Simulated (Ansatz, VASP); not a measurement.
Zn in VASP and in Ansatz

File INCAR:

```
PREC = Accurate ; ENCUT = 520
EDIFF = 1E-6 ; ISMEAR = -1
SIGMA = 0.2 ; LREAL = F
LASPH = T ; NELM = 60
ALGO = Normal ; ISIF = 2
LWAVE = F ; LCHARG = F
GGA = PE ; NBANDS = 19
```

Contents of KPOINTS:

```
Automatic mesh
0
Gamma
  14 14 7
```

POSCAR

```
Zn
1.0
    2.6556370042      0.0000000000      0.0000000000
   -1.3278185021      2.2998491089      0.0000000000
    0.0000000000      0.0000000000      4.9624616040
Zn
2
Direct
    0.3333333333      0.6666666667      0.2500000000
    0.6666666667      0.3333333333      0.7500000000
```

Input for Ansatz:

```yaml
crystal:
  lattice:
    - [2.6556370042, 0.0, 0.0]
    - [-1.3278185021, 2.2998491089, 0.0]
    - [0.0, 0.0, 4.962461604]
  atoms:
    - { symbol: Zn, position: [0.3333333333, 0.6666666667, 0.25] }
    - { symbol: Zn, position: [0.6666666667, 0.3333333333, 0.75] }
hamiltonian:
  xc: pbe
  pseudopotentials:
    kind: paw
    azcp:
      Zn: "pseudopotentials/Zn.paw.azcp"
basis:
  ecutwfc: 420
  fft_grid_basis: typed
kpoints:
  mp_grid: { grid: [14, 14, 7], shift: [0, 0, 0] }
magnetization:
  spin_polarized: false
scf:
  occupations: { method: fermi_dirac, width: 0.2 }
  lower_state_search: "off"
output:
  stress: true
```

Alike in both runs: task single point; functional PBE; k mesh 14 × 14 × 7; occupations fermi-dirac, width 0.2 eV; no spin polarisation.

```csv
,VASP,Ansatz
version,VASP 6.6.1,Ansatz 0.2.0
potentials or method,"VASP PAW PBE potentials, release 64 (Zn), cutoff 520 eV","plane waves (420 eV) with PAW, scalar-relativistic"
valence electrons in the cell,24,24
```

Ansatz gave:

- pressure (GPa): 0.3
- traceless stress, the component that is largest in VASP (GPa): -0.17

**Question.** Estimate VASP's values.

**Answer.** Pressure (GPa): 0.7; traceless stress, the component that is largest in VASP (GPa): -0.33.

The functional is the same, so the differences come from potentials, cutoffs and numerics.
